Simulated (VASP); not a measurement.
# GdO (F-43m) in VASP: a series of runs

The runs below take GdO through single point, with PBEsol+U.

Everything below comes from runs of VASP 6.6.1. Logs are shortened: lines on timing, memory, paths and dates and some standing lists are left out, and cuts for length are marked.

### 1 The cell of the first run

The structure is cubic, space group F-43m (No. 216). The conventional cell has a = 5.400 Å, b = 5.400 Å, c = 5.400 Å, α = 90.00°, β = 90.00°, γ = 90.00°. Gd (site symmetry -43m) has 4 O at 2.34 Å within 3.1 Å. Within 3.1 Å of O (site symmetry -43m) lie 4 Gd at 2.34 Å.

### 2 Single point, PBEsol+U, collinear spin, ferromagnetic start

POSCAR

```
GdO
1.0
    0.0000000000      2.7000000000      2.7000000000
    2.7000000000      0.0000000000      2.7000000000
    2.7000000000      2.7000000000      0.0000000000
Gd O
1 1
Direct
    0.0000000000      0.0000000000      0.0000000000
    0.7500000000      0.7500000000      0.7500000000
```

INCAR.step1

```
SYSTEM = GdO
PREC = Accurate ; ENCUT = 520
EDIFF = 1E-7 ; ISMEAR = -1
SIGMA = 0.05 ; LREAL = .False.
LASPH = .True. ; NELM = 150
ALGO = Normal ; ISIF = 2
LWAVE = .False. ; LCHARG = .True.
ISPIN = 2 ; MAGMOM = 7 0
LMAXMIX = 6 ; LDAU = .True.
LDAUTYPE = 2 ; LDAUL = 3 -1
LDAUU = 4 0 ; LDAUJ = 0 0
LDAUPRINT = 1 ; GGA = PS
NBANDS = 23
```

KPOINTS.step1

```
regular mesh
0
Gamma
  9 9 9
  0 0 0
```

INCAR.step2

```
SYSTEM = GdO
PREC = Accurate ; ENCUT = 520
EDIFF = 1E-7 ; ISMEAR = -5
SIGMA = 0.05 ; LREAL = .False.
LASPH = .True. ; NELM = 150
ALGO = Normal ; ISIF = 2
LWAVE = .False. ; LCHARG = .False.
ISPIN = 2 ; MAGMOM = 7 0
LORBIT = 11 ; LMAXMIX = 6
LDAU = .True. ; LDAUTYPE = 2
LDAUL = 3 -1 ; LDAUU = 4 0
LDAUJ = 0 0 ; LDAUPRINT = 1
GGA = PS ; NBANDS = 23
NEDOS = 2001 ; ICHARG = 11
```

KPOINTS.step2

```
regular mesh
0
Gamma
  14 14 14
  0 0 0
```

Potentials or basis: VASP PAW PBE potentials, release 64 (Gd, O).

On the command line:

```sh
cat potpaw_PBE.64/Gd/POTCAR potpaw_PBE.64/O/POTCAR > POTCAR
cp INCAR.step1 INCAR
cp KPOINTS.step1 KPOINTS
mpirun -np 1 vasp_std > vasp.out
cp INCAR.step2 INCAR
cp KPOINTS.step2 KPOINTS
mpirun -np 1 vasp_std > vasp.out
```

OUTCAR:

```text
SYSTEM = GdO
   PREC = Accurate
   ENCUT = 520
   EDIFF = 1E-7
   ISMEAR = -5
   LREAL = .False.
   LASPH = .True.
   NELM = 150
   ISIF = 2
   ISPIN = 2
   LORBIT = 11
   GGA = PS
   ICHARG = 11

 ion  position               nearest neighbor table
   1  0.000  0.000  0.000-   2 2.34   2 2.34   2 2.34   2 2.34
   2  0.750  0.750  0.750-   1 2.34   1 2.34   1 2.34   1 2.34

  LATTYP: Found a face centered cubic cell.
 ALAT       =     5.4000000000

  Lattice vectors:

 A1 = (   0.0000000000,   2.7000000000,   2.7000000000)
 A2 = (   2.7000000000,   0.0000000000,   2.7000000000)
 A3 = (   2.7000000000,   2.7000000000,   0.0000000000)

Analysis of symmetry for initial positions (statically):
=====================================================================
 Subroutine PRICEL returns:
 Original cell was already a primitive cell.

 Routine SETGRP: Setting up the symmetry group for a
 face centered cubic supercell.

 Subroutine GETGRP returns: Found 24 space group operations
 (whereof 24 operations were pure point group operations)
 out of a pool of 48 trial point group operations.

The static configuration has the point symmetry T_d .

Analysis of symmetry for dynamics (positions and initial velocities):
=====================================================================
 Subroutine PRICEL returns:
 Original cell was already a primitive cell.

 Routine SETGRP: Setting up the symmetry group for a
 face centered cubic supercell.

 Subroutine GETGRP returns: Found 24 space group operations
 (whereof 24 operations were pure point group operations)
 out of a pool of 48 trial point group operations.

The dynamic configuration has the point symmetry T_d .

Analysis of structural, dynamic, and magnetic symmetry:
=====================================================================
 Subroutine PRICEL returns:
 Original cell was already a primitive cell.

 Routine SETGRP: Setting up the symmetry group for a
 face centered cubic supercell.

 Subroutine GETGRP returns: Found 24 space group operations
 (whereof 24 operations were pure point group operations)
 out of a pool of 48 trial point group operations.

The overall configuration has the point symmetry T_d .

 Subroutine INISYM returns: Found 24 space group operations
 (whereof 24 operations are pure point group operations),
 and found     1 'primitive' translations

----------------------------------------------------------------------------------------

                                     Primitive cell

  volume of cell :      39.3660

  direct lattice vectors                    reciprocal lattice vectors
     0.000000000  2.700000000  2.700000000    -0.185185185  0.185185185  0.185185185
     2.700000000  0.000000000  2.700000000     0.185185185 -0.185185185  0.185185185
     2.700000000  2.700000000  0.000000000     0.185185185  0.185185185 -0.185185185

  length of vectors
     3.818376618  3.818376618  3.818376618     0.320750150  0.320750150  0.320750150

  position of ions in fractional coordinates (direct lattice)
     0.000000000  0.000000000  0.000000000
     0.750000000  0.750000000  0.750000000

  ion indices of the primitive-cell ions
   primitive index   ion index
                 1           1
                 2           2

----------------------------------------------------------------------------------------

 KPOINTS: regular mesh

Automatic generation of k-mesh.
 Grid dimensions read from file:
 generate k-points for:   14   14   14
[... 72 lines left out ...]
   ISIF   =      2    stress and relaxation
   ISYM   =      2    0-nonsym 1-usesym 2-fastsym
   POTIM  = 0.5000    time-step for ionic-motion
   TEBEG  =    0.0;   TEEND  =   0.0 temperature during run
   PSTRESS=    0.0 pullay stress
   NELECT =      24.0000    total number of electrons
   NUPDOWN=      -1.0000    fix difference up-down
   EMIN   =  10.00;   EMAX   =-10.00  energy-range for DOS
   EFERMI =   0.00;   METHOD = LEGACY
   ISMEAR =    -5;   SIGMA  =   0.05  broadening in eV -4-tet -1-fermi 0-gaus
   EFERMI_NEDOS =   21; number of points for ismear=-14 and -15
   IALGO  =     38    algorithm
   IMIX   =      4    mixing-type and parameters
     AMIX     =   0.40;   BMIX     =  1.00
     AMIX_MAG =   1.60;   BMIX_MAG =  1.00
  volume/ion in A,a.u.               =      19.68       132.83
  Fermi-wavevector in a.u.,A,eV,Ry     =   1.388156  2.623234 26.218100  1.926976
  Thomas-Fermi vector in A             =   2.512309
   LORBIT       =     11    0 simple, 1 ext, 2 COOP (PROOUT), +10 PAW based schemes
 LDA+U is selected, type is set to LDAUTYPE =  2
   angular momentum for each species LDAUL =     3   -1
   U (eV)           for each species LDAUU =   4.0  0.0
   J (eV)           for each species LDAUJ =   0.0  0.0
   GGA     = PS    functional components
   LHFCALC =     F    Hartree Fock is set to
   AEXX    =    0.0000 exact exchange contribution
   IVDW    =     0    specifies the selected vdW correction
   LEPSILON=     F    determine dielectric tensor
   LRPA    =     F    only Hartree local field effects (RPA)
 spin polarized calculation
 Fermi weights with tetrahedron method with Bloechl corrections
  energy-cutoff  :      520.00
  volume of cell :       39.37
 maximum number of plane-waves:      1073

atom =   1  type =  1  l = 3

 onsite density matrix

spin component  1

  0.9909 -0.0000 -0.0002 -0.0000  0.0000  0.0000 -0.0000
 -0.0000  0.9967 -0.0000  0.0000  0.0000  0.0000  0.0000
 -0.0002 -0.0000  0.9910  0.0000 -0.0000 -0.0000 -0.0000
 -0.0000  0.0000  0.0000  0.9908 -0.0000  0.0000  0.0000
  0.0000  0.0000 -0.0000 -0.0000  0.9910 -0.0000  0.0002
  0.0000  0.0000 -0.0000  0.0000 -0.0000  0.9912 -0.0000
 -0.0000  0.0000 -0.0000  0.0000  0.0002 -0.0000  0.9909

spin component  2

  0.0041  0.0000 -0.0002  0.0000  0.0000 -0.0000  0.0000
  0.0000  0.0158  0.0000 -0.0000  0.0000 -0.0000  0.0000
 -0.0002  0.0000  0.0042  0.0000  0.0000 -0.0000 -0.0000
  0.0000 -0.0000  0.0000  0.0040 -0.0000 -0.0000 -0.0000
  0.0000  0.0000  0.0000 -0.0000  0.0042  0.0000  0.0002
 -0.0000 -0.0000 -0.0000 -0.0000  0.0000  0.0043  0.0000
  0.0000  0.0000 -0.0000 -0.0000  0.0002  0.0000  0.0041

 occupancies and eigenvectors

  o =  0.0040  v =  0.0000  0.0000  0.0000  0.0000  0.0000  0.0000  0.0000 -0.0011  0.0000 -0.0008 -0.0000  0.6124 -0.0000 -0.7906      0.0000  0.0000  0.0000  0.0000  0.0000  0.0000  0.0000  0.0000  0.0000  0.0000  0.0000  0.0000  0.0000  0.0000
  o =  0.0040  v =  0.0000  0.0000  0.0000  0.0000  0.0000  0.0000  0.0000  0.7906  0.0000  0.6124 -0.0000  0.0008  0.0000 -0.0011      0.0000  0.0000  0.0000  0.0000  0.0000  0.0000  0.0000  0.0000  0.0000  0.0000  0.0000  0.0000  0.0000  0.0000
  o =  0.0040  v =  0.0000  0.0000  0.0000  0.0000  0.0000  0.0000  0.0000  0.0000 -0.0000  0.0000  1.0000  0.0000  0.0000 -0.0000      0.0000  0.0000  0.0000  0.0000  0.0000  0.0000  0.0000  0.0000  0.0000  0.0000  0.0000  0.0000  0.0000  0.0000
  o =  0.0043  v =  0.0000  0.0000  0.0000  0.0000  0.0000  0.0000  0.0000 -0.0000 -0.0000  0.0000  0.0000 -0.0000 -1.0000 -0.0000      0.0000  0.0000  0.0000  0.0000  0.0000  0.0000  0.0000  0.0000  0.0000  0.0000  0.0000  0.0000  0.0000  0.0000
  o =  0.0043  v =  0.0000  0.0000  0.0000  0.0000  0.0000  0.0000  0.0000 -0.0072  0.0000  0.0093  0.0000 -0.7905  0.0000 -0.6123      0.0000  0.0000  0.0000  0.0000  0.0000  0.0000  0.0000  0.0000  0.0000  0.0000  0.0000  0.0000  0.0000  0.0000
  o =  0.0043  v =  0.0000  0.0000  0.0000  0.0000  0.0000  0.0000  0.0000  0.6123 -0.0000 -0.7905 -0.0000 -0.0093 -0.0000 -0.0072      0.0000  0.0000  0.0000  0.0000  0.0000  0.0000  0.0000  0.0000  0.0000  0.0000  0.0000  0.0000  0.0000  0.0000
  o =  0.0158  v =  0.0000  0.0000  0.0000  0.0000  0.0000  0.0000  0.0000  0.0000  1.0000 -0.0000 -0.0000  0.0000 -0.0000  0.0000      0.0000  0.0000  0.0000  0.0000  0.0000  0.0000  0.0000  0.0000  0.0000  0.0000  0.0000  0.0000  0.0000  0.0000
  o =  0.9908  v = -0.7906 -0.0000 -0.6124 -0.0000  0.0000  0.0000 -0.0000  0.0000  0.0000  0.0000  0.0000  0.0000  0.0000  0.0000      0.0000  0.0000  0.0000  0.0000  0.0000  0.0000  0.0000  0.0000  0.0000  0.0000  0.0000  0.0000  0.0000  0.0000
  o =  0.9908  v = -0.0000 -0.0000 -0.0000 -0.0000 -0.6124 -0.0000  0.7906  0.0000  0.0000  0.0000  0.0000  0.0000  0.0000  0.0000      0.0000  0.0000  0.0000  0.0000  0.0000  0.0000  0.0000  0.0000  0.0000  0.0000  0.0000  0.0000  0.0000  0.0000
  o =  0.9908  v = -0.0000  0.0000 -0.0000  1.0000 -0.0000 -0.0000  0.0000  0.0000  0.0000  0.0000  0.0000  0.0000  0.0000  0.0000      0.0000  0.0000  0.0000  0.0000  0.0000  0.0000  0.0000  0.0000  0.0000  0.0000  0.0000  0.0000  0.0000  0.0000
  o =  0.9912  v =  0.0000  0.0000 -0.0000 -0.0000 -0.0000 -1.0000 -0.0000  0.0000  0.0000  0.0000  0.0000  0.0000  0.0000  0.0000      0.0000  0.0000  0.0000  0.0000  0.0000  0.0000  0.0000  0.0000  0.0000  0.0000  0.0000  0.0000  0.0000  0.0000
  o =  0.9912  v =  0.0013  0.0000 -0.0016  0.0000 -0.7906  0.0000 -0.6124  0.0000  0.0000  0.0000  0.0000  0.0000  0.0000  0.0000      0.0000  0.0000  0.0000  0.0000  0.0000  0.0000  0.0000  0.0000  0.0000  0.0000  0.0000  0.0000  0.0000  0.0000
  o =  0.9912  v =  0.6124 -0.0000 -0.7906 -0.0000  0.0016  0.0000  0.0013  0.0000  0.0000  0.0000  0.0000  0.0000  0.0000  0.0000      0.0000  0.0000  0.0000  0.0000  0.0000  0.0000  0.0000  0.0000  0.0000  0.0000  0.0000  0.0000  0.0000  0.0000
  o =  0.9967  v = -0.0000 -1.0000  0.0000  0.0000 -0.0000 -0.0000 -0.0000  0.0000  0.0000  0.0000  0.0000  0.0000  0.0000  0.0000      0.0000  0.0000  0.0000  0.0000  0.0000  0.0000  0.0000  0.0000  0.0000  0.0000  0.0000  0.0000  0.0000  0.0000

 number of electron      23.9999990 magnetization       7.8848749

 Free energy of the ion-electron system (eV)
  ---------------------------------------------------
  ext. energy  EPLUGINS =         0.00000000
  ---------------------------------------------------
  free energy    TOTEN  =       -22.40524527 eV

  energy without entropy =      -22.40524527  energy(sigma->0) =      -22.40524527

 E-fermi :   3.9525     XC(G=0): -10.2882

 val. band max:        3.9545710443   @ k =  -0.2857   0.1429   0.0000
 cond. band min:       3.9594022234   @ k =   0.2143   0.0000   0.0000
 fundamental gap:      0.0048311791
 Fermi energy:         3.9524884908

 spin component 1

 k-point     1 :       0.0000    0.0000    0.0000
  band No.  band energies     occupation
      1     -41.9460      1.00000
      2     -19.1453      1.00000
      3     -19.1453      1.00000
      4     -19.1453      1.00000
      5     -15.3948      1.00000
      6      -3.5820      1.00000
[... 1241 lines left out ...]
     22      13.6641      0.00000
     23      16.3423      0.00000

 [... further k-points ...]

------------------------ aborting loop because EDIFF is reached ----------------------------------------

  FORCE on cell =-STRESS in cart. coord.  units (eV):
  Direction    XX          YY          ZZ          XY          YZ          ZX
  --------------------------------------------------------------------------------------
  -------------------------------------------------------------------------------------
  Total       -1.0571239     -1.0571239     -1.0571239      0.0000000     -0.0000000      0.0000000
  in kB      -43.0244346    -43.0244346    -43.0244346      0.0000000     -0.0000000      0.0000000
  external PRESSURE =     -43.0244346 kB  Pullay stress =       0.0000000 kB

 VOLUME and BASIS-vectors are now :
 -----------------------------------------------------------------------------
  energy-cutoff  :      520.00
  volume of cell :       39.37
      direct lattice vectors                 reciprocal lattice vectors
     0.000000000  2.700000000  2.700000000    -0.185185185  0.185185185  0.185185185
     2.700000000  0.000000000  2.700000000     0.185185185 -0.185185185  0.185185185
     2.700000000  2.700000000  0.000000000     0.185185185  0.185185185 -0.185185185

 POSITION                                       TOTAL-FORCE (eV/Angst)
 -----------------------------------------------------------------------------------
      0.00000      0.00000      0.00000         0.000000      0.000000      0.000000
      4.05000      4.05000      4.05000        -0.000000     -0.000000     -0.000000
 -----------------------------------------------------------------------------------
    total drift:                               -0.000000     -0.000000     -0.000000

  FREE ENERGIE OF THE ION-ELECTRON SYSTEM (eV)
  ---------------------------------------------------
  free  energy   TOTEN  =       -22.4052452732 eV

  energy  without entropy=      -22.4052452732  energy(sigma->0) =      -22.40524527

 total charge

# of ion       s       p       d       f       tot
--------------------------------------------------
    1        2.033   5.621   0.514   6.974  15.142
    2        1.563   3.414   0.000   0.000   4.977
--------------------------------------------------
tot          3.596   9.035   0.514   6.974  20.120

 magnetization (x)

# of ion       s       p       d       f       tot
--------------------------------------------------
    1        0.007  -0.047   0.208   6.899   7.066
    2        0.004  -0.007   0.000   0.000  -0.002
--------------------------------------------------
tot          0.011  -0.054   0.208   6.899   7.064
```

Wall time 2.1 min (1 thread of Intel Xeon Platinum 8559C (Emerald Rapids), shared host); peak memory 0.28 GiB.

Results:

| Property | Result |
| --- | --- |
| Net moment | 7.88 μB per cell |
| Site moments | Gd +7.07; O -0.00 μB |
| Valence electrons inside the program's atomic spheres | Gd 15.14; O 4.98 |

Levels at points of the mesh, in eV from the Fermi level:
Spin up:
| k point | band 14 | band 15 | band 16 | band 17 | band 18 | band 19 |
| --- | --- | --- | --- | --- | --- | --- |
| (0.00, 0.00, 0.00) | -5.60 | -5.60 | -2.44 | 2.36 | 2.36 | 4.34 |
| (0.50, 0.00, 0.00) | -5.21 | -5.21 | 0.08 | 2.25 | 2.25 | 2.76 |
| (0.50, 0.50, 0.00) | -4.48 | -4.48 | -1.00 | 0.86 | 3.93 | 4.41 |
Spin down:
```
           k point  band 5  band 6  band 7  band 8  band 9  band 10  band 11  band 12
(0.00, 0.00, 0.00)  -19.24   -5.51   -5.51   -5.51   -1.18     1.79     1.79     1.79
(0.50, 0.00, 0.00)  -18.06   -5.12   -5.12   -5.09    1.06     1.59     1.77     1.77
(0.50, 0.50, 0.00)  -17.73   -6.05   -4.41   -4.41    0.82     1.14     1.80     1.86
```

Eigenvalues of the final occupation matrices:
| site | spin | trace | eigenvalues |
| --- | --- | --- | --- |
| site 1 f | 1 | 6.94 | 0.99 0.99 0.99 0.99 0.99 0.99 1.00 |
| site 1 f | 2 | 0.04 | 0.00 0.00 0.00 0.00 0.00 0.00 0.02 |

Caveat: the PAW data sets were made with another functional, which shifts forces and pressure a little; spin-orbit coupling is left out, which moves the levels of the heavy elements; a cell with one magnetic atom can't hold antiferromagnetic order, which such compounds often take; tetrahedron occupations give inexact forces and stress in metals. The state reached can hang on the start; a lower one may exist.

(Part 1 of 2 ends here.)
